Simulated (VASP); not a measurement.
Input of a VASP 6.6.1 run:

The input INCAR:

```
SYSTEM = S
PREC = Accurate
ENCUT = 600
EDIFF = 1E-6
ISMEAR = 0
SIGMA = 0.05
LREAL = .FALSE.
LASPH = .TRUE.
NELM = 100
ALGO = Normal
ISIF = 3
LWAVE = .FALSE.
LCHARG = .FALSE.
GGA = PS
IBRION = 2
NSW = 80
EDIFFG = -0.02
PSTRESS = 100.0
```

Contents of KPOINTS:

```
Automatic mesh
0
G
  4 4 7
  0 0 0
```

File POSCAR:

```
S
1.0
    5.6780540000      0.0000000000      0.0000000000
    0.0000000000      5.6780540000      0.0000000000
    0.0000000000      0.0000000000      2.9496160000
S
4
Direct
    0.8833910000      0.8833910000      0.5000000000
    0.1166090000      0.1166090000      0.5000000000
    0.3833910000      0.6166090000      0.0000000000
    0.6166090000      0.3833910000      0.0000000000
```

Potentials or basis: VASP PAW PBE potentials, release 64 (S).

Launch:

```console
$ cat potpaw_PBE.64/S/POTCAR > POTCAR
$ mpirun -np 1 vasp_std > vasp.out
```

Task: Estimate the relaxed volume.

Result: 16.09 Å³/atom.

Task: Predict the relaxed cell.

Result: a = 5.028 Å, b = 5.028 Å, c = 2.546 Å, α = 90.00°, β = 90.00°, γ = 90.00°.

Task: What does it give for the band gap on the k mesh?

Result: Zero (bands 12 and 13 overlap by 4.06 eV).

Task: Estimate the space group after relaxing (to 0.1 Å).

Result: P4_2/mnm (No. 136).

Stress tensor (GPa, compression positive):
```
9.83 0.00 0.00
0.00 9.83 0.00
0.00 0.00 9.94
```

Caveat: the cell is relaxed towards a set pressure, so the run minimises the enthalpy, not the energy; the volume moved by over 15 % at a fixed basis, so the end points are rough; this functional lacks dispersion, which holds the molecules together, so the pressure and a relaxed volume are unreliable; the PAW data sets were made with another functional, which shifts forces and pressure a little.
